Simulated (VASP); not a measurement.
BN: single point with PBEsol

BN:

```
CELL_PARAMETERS angstrom
2.56597 0.00000 0.00000
-1.28298 2.22219 0.00000
0.00000 0.00000 4.19775
ATOMIC_POSITIONS crystal
B 0.33333 0.66667 0.99963
B 0.66667 0.33333 0.49963
N 0.33333 0.66667 0.37437
N 0.66667 0.33333 0.87437
```

This cell differs from its parent crystal: strained cell.

```yaml
Program: VASP 6.6.1
Task: single point
Functional: PBEsol
Potentials_or_basis: VASP PAW PBE potentials, release 64 (B, N)
Cutoff: 520 eV
k_mesh: 9 × 9 × 6
Occupations: gaussian, width 0.02 eV
Spin: no spin polarisation
Dipole_correction: no
Further_INCAR_settings: ALGO = Normal; EDIFF = 1e-07; NBANDS = 16
```

```json
{
 "Pressure": "-6.2 GPa",
 "Band gap on the k mesh": "5.03 eV (least direct gap 8.07 eV)"
}
```

Stress tensor (GPa, compression positive):
```
-9.60  0.00  0.00
 0.00 -9.60  0.00
 0.00  0.00  0.73
```

Levels at points of the mesh, in eV from the valence-band top:
```
           k point  band 6  band 7  band 8  band 9  band 10  band 11
(0.00, 0.00, 0.00)   -0.23    0.00    0.00    8.16     8.16     8.82
(0.00, 0.00, 0.50)   -1.21   -1.21   -1.21    9.16     9.16     9.73
```

Run time: 27 s on 1 thread of Intel Xeon 8259CL, with other jobs on the host, peak memory 0.14 GiB.

Caveat: the cell differs from its parent crystal (strained cell); the cell stands under tension; the PAW data sets were made with another functional, which shifts forces and pressure a little; an odd mesh through Γ misses points on the zone boundary, where band edges can lie.
